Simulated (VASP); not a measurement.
## NbFe2N3: single point with PBE

The system is NbFe2N3.

```
Nb Fe N
1.0
     2.86931    0.00000    0.00000
     0.00000    4.21393    3.33723
     0.00000   -4.21393    3.33723
Nb Fe N
1 2 3
Direct
  0.50000 0.22439 0.22439
  0.00000 0.25949 0.66608
  0.00000 0.66608 0.25949
  0.00000 0.48152 0.48152
  0.00000 0.37061 0.99687
  0.00000 0.99687 0.37061
```

```
Program                : VASP 6.6.1
Task                   : single point
Functional             : PBE
Potentials or basis    : VASP PAW PBE potentials, release 64 (Nb_sv, Fe_sv, N)
Cutoff                 : 700 eV
k mesh                 : 6 × 4 × 4
Occupations            : gaussian, width 0.1 eV
Spin                   : no spin polarisation
Dipole correction      : no
Further INCAR settings : ALGO = Normal; EDIFF = 1e-06; NBANDS = 39
```

| Property | Result |
| --- | --- |
| Pressure | 0.0 GPa |
| Largest force | 0.175 eV/Å |
| Band gap on the k mesh | zero (bands 30 and 31 overlap by 0.67 eV) |

Forces on the atoms (eV/Å):
```
Nb   0.000  0.000 -0.127
Fe   0.000 -0.173  0.027
Fe   0.000  0.173  0.027
N    0.000  0.000  0.040
N    0.000  0.059  0.017
N    0.000 -0.059  0.017
```

Stress tensor (GPa, compression positive):
```
 0.01  0.00  0.00
 0.00 -0.28  0.00
 0.00  0.00  0.15
```

Levels at points of the mesh, in eV from the Fermi level:
```
           k point  band 27  band 28  band 29  band 30  band 31  band 32  band 33  band 34
(0.00, 0.00, 0.00)    -1.05    -0.73    -0.68    -0.68    -0.22     0.46     0.80     1.49
(0.50, 0.00, 0.00)    -1.11    -0.90    -0.38     0.21     0.83     1.25     1.73     2.12
(0.00, 0.50, 0.00)    -1.23    -0.83    -0.68    -0.20     0.00     0.65     0.71     0.72
(0.50, 0.50, 0.00)    -0.56    -0.14     0.04     0.04     0.72     0.98     1.37     1.54
(0.00, 0.50, 0.50)    -1.72    -1.42    -1.23    -0.42    -0.32     0.27     1.71     1.84
(0.50, 0.50, 0.50)    -0.62    -0.49    -0.39     0.31     0.66     0.96     1.46     2.06
```

Wall time 88 s on 1 thread of Intel(R) Xeon(R) 6975P-C (Granite Rapids) (shared host), peak memory 0.32 GiB.

Caveat: the k points lie up to 0.36 Å⁻¹ apart, too coarse for converged energies and pressures of a metal; the run has no spin polarisation, though such a crystal can be magnetic. With open d or f shells a metallic result of PBE can be an artefact of self-interaction; +U or a hybrid may open a gap.
